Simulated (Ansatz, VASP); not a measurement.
**GaN in VASP and in Ansatz**

File INCAR:

```
ALGO = Normal ; EDIFF = 1E-6
ENCUT = 520 ; GGA = PE
GGA_COMPAT = False ; ISIF = 2
ISMEAR = -1 ; LASPH = True
LCHARG = True ; LORBIT = 11
LORBMOM = True ; LREAL = False
LSORBIT = True ; LVHAR = True
LWAVE = False ; MAGMOM = 0 0 0 0 0 0
NBANDS = 30 ; NELM = 150
PREC = Accurate ; SIGMA = 0.05
```

Contents of KPOINTS:

```
k-points
0
Gamma
  10 10 10
```

File POSCAR:

```
GaN
1.0
    0.0000000000      2.2230441631      2.2230441631
    2.2230441631      0.0000000000      2.2230441631
    2.2230441631      2.2230441631      0.0000000000
Ga N
1 1
Direct
    0.0000000000      0.0000000000      0.0000000000
    0.2500000000      0.2500000000      0.2500000000
```

File input.yaml:

```yaml
crystal:
  lattice:
    - [0.0, 2.2230441631, 2.2230441631]
    - [2.2230441631, 0.0, 2.2230441631]
    - [2.2230441631, 2.2230441631, 0.0]
  atoms:
    - { symbol: Ga, position: [0.0, 0.0, 0.0] }
    - { symbol: "N", position: [0.25, 0.25, 0.25] }
hamiltonian:
  xc: pbe
  pseudopotentials: { kind: paw_fr }
magnetization:
  noncollinear: true
  spin_orbit: true
kpoints:
  mp_grid: { grid: [10, 10, 10] }
scf:
  occupations: { method: fermi_dirac, width: 0.05 }
output:
  forces: true
  stress: true
  eigenvalues: true
  write_density: true
  write_potential: true
  elf: true
  volumetric_format: npy
```

Alike in both runs: task single point; functional PBE; k mesh 10 × 10 × 10; occupations fermi-dirac, width 0.05 eV; non-collinear spin, spin-orbit coupling.

|  | VASP | Ansatz |
| --- | --- | --- |
| version | VASP 6.6.1 | Ansatz 0.2.0 |
| potentials or method | VASP PAW PBE potentials, release 64 (Ga_d, N) | Ansatz PAW |
| plane-wave cutoff (eV) | 520 | 420 |
| valence electrons in the cell | 18 | 18 |

```tsv
	VASP	Ansatz	Ansatz less VASP
pressure (GPa)	13.6	13.6	+0.03
net moment per atom (μB)	0.00	0.00	0.000
```

The functional is the same, so the differences come from potentials, cutoffs and numerics.
